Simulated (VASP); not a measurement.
Runs of VASP 6.6.1 on Bi. The structure is that of space group P6_3/mmc (No. 194), or close to it. The cells are those of the table. This isn't the form of Bi at room conditions, which is rhombohedral.

| cell | k mesh | gap on the mesh (eV) | pressure (GPa) |
| --- | --- | --- | --- |
| a = 3.478, b = 3.478, c = 11.630 Å, angles 90.0, 90.0, 120.0°, 4 atoms | 12 × 12 × 3 | none | (b) |
| a = 3.525, b = 3.525, c = 11.789 Å, angles 90.0, 90.0, 120.0°, 4 atoms | 12 × 12 × 3 | none | -0.2 |
| a = 3.525, b = 3.525, c = 11.789 Å, angles 90.0, 90.0, 120.0°, 4 atoms | 10 × 10 × 3 | none | (a) |
| a = 3.378, b = 3.378, c = 11.297 Å, angles 90.0, 90.0, 120.0°, 4 atoms | 12 × 12 × 3 | none | 8.7 |
| a = 3.429, b = 3.429, c = 11.466 Å, angles 90.0, 90.0, 120.0°, 4 atoms | 12 × 12 × 3 | none | 5.1 |

Alike in all rows: task single point; level PBE; potentials or basis VASP PAW PBE potentials, release 64 (Bi_d); no spin polarisation; cutoff (eV) 520; smearing fermi-dirac 0.1 eV.

**Question.** Fill in the values left out.

**Answer.** (a) -0.1; (b) 2.2.

Caveats: spin-orbit coupling is left out, which moves the levels of the heavy elements; the cell stands under pressure (at least some runs).

A k mesh can miss the band edges, and the runs leave out spin-orbit coupling on Bi.

A gap of «none» marks levels without a gap at the run's occupations.
